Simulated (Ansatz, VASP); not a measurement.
# Al2Pt in VASP and in Ansatz

```
CELL_PARAMETERS angstrom
0.00000 2.84917 2.84917
2.84917 0.00000 2.84917
2.84917 2.84917 0.00000
ATOMIC_POSITIONS crystal
Al 0.25000 0.25000 0.25000
Al 0.75000 0.75000 0.75000
Pt 0.00000 0.00000 0.00000
```

Alike in both runs: task single point; functional PBE; k mesh 12 × 12 × 12; occupations gaussian, width 0.1 eV; no spin polarisation.

|  | VASP | Ansatz |
| --- | --- | --- |
| version | VASP 6.6.1 | Ansatz 0.2.0 |
| potentials or method | VASP PAW PBE potentials, release 64 (Al, Pt), cutoff 520 eV | scalar-relativistic, plane waves, PAW |
| valence electrons in the cell | 16 | 24 |

|  | VASP | Ansatz | Ansatz less VASP |
| --- | --- | --- | --- |
| gap on the k mesh at the Fermi level (eV) | none | none | - |
| pressure (GPa) | 21.8 | 21.9 | +0.15 |

A gap of «none» marks a metal or a gap that the smearing closes. VASP's potentials hold 16 valence electrons a cell and Ansatz's 24, so a difference there can come from the potentials and not from the codes.

Spin-orbit coupling is off throughout.
